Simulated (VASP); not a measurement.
Crystal: ZnO.

```
Zn O
1.0
     3.27953    0.00000    0.00000
    -1.63976    2.84015    0.00000
     0.00000    0.00000    5.29316
Zn O
2 2
Direct
  0.33333 0.66667 0.49996
  0.66667 0.33333 0.99996
  0.66667 0.33333 0.37905
  0.33333 0.66667 0.87905
```

```yaml
Program: VASP 6.6.1
Task: relaxation of cell and atoms
Functional: LDA
Potentials_or_basis: VASP PAW LDA potentials, release 64 (Zn, O)
Cutoff: 600 eV
k_mesh: 12 × 12 × 4
Occupations: fermi-dirac, width 0.02 eV
Spin: no spin polarisation
```

At the start: pressure -10.6 GPa; volume 12.33 Å³/atom.

Question: Where does the relaxation end?

Answer: Over 14 steps the energy falls by 32.7 meV/atom and the volume is 11.40 Å³/atom (-7.5 %); space group P6_3mc (No. 186, to 0.1 Å) before and after.

The path:
| step | energy change (eV) | largest force (eV/Å) | pressure (GPa) | volume (Å³) |
| --- | --- | --- | --- | --- |
| 1 | 0.0000 | 0.0039 | -10.60 | 49.30 |
| 2 | -0.0875 | 0.0169 | 7.53 | 43.71 |
| 3 | -0.1307 | 0.0108 | -0.10 | 45.62 |
| 4 | -0.1307 | 0.0110 | 0.11 | 45.55 |
| 5 | -0.1307 | 0.0037 | 0.08 | 45.60 |
| 6 | -0.1307 | 0.0011 | 0.02 | 45.62 |
| 7 | -0.1307 | 0.0007 | -0.11 | 45.62 |
| 8 | -0.1307 | 0.0015 | 0.02 | 45.62 |
| 9 | -0.1307 | 0.0004 | -0.06 | 45.62 |
| 10 | -0.1307 | 0.0063 | 0.03 | 45.59 |
| 11 | -0.1307 | 0.0039 | 0.04 | 45.60 |
| 12 | -0.1307 | 0.0064 | 0.01 | 45.61 |
| 13 | -0.1307 | 0.0069 | 0.00 | 45.61 |
| 14 | -0.1307 | 0.0027 | 0.04 | 45.62 |

Final structure:
```yaml
crystal:
  lattice:
    - [3.19415, 0.00000, 0.00000]
    - [-1.59707, 2.76621, 0.00000]
    - [0.00000, 0.00000, 5.16285]
  atoms:
    - { symbol: Zn, position: [0.33333, 0.66667, 0.50023] }
    - { symbol: Zn, position: [0.66667, 0.33333, 0.00023] }
    - { symbol: O, position: [0.66667, 0.33333, 0.37878] }
    - { symbol: O, position: [0.33333, 0.66667, 0.87878] }
```
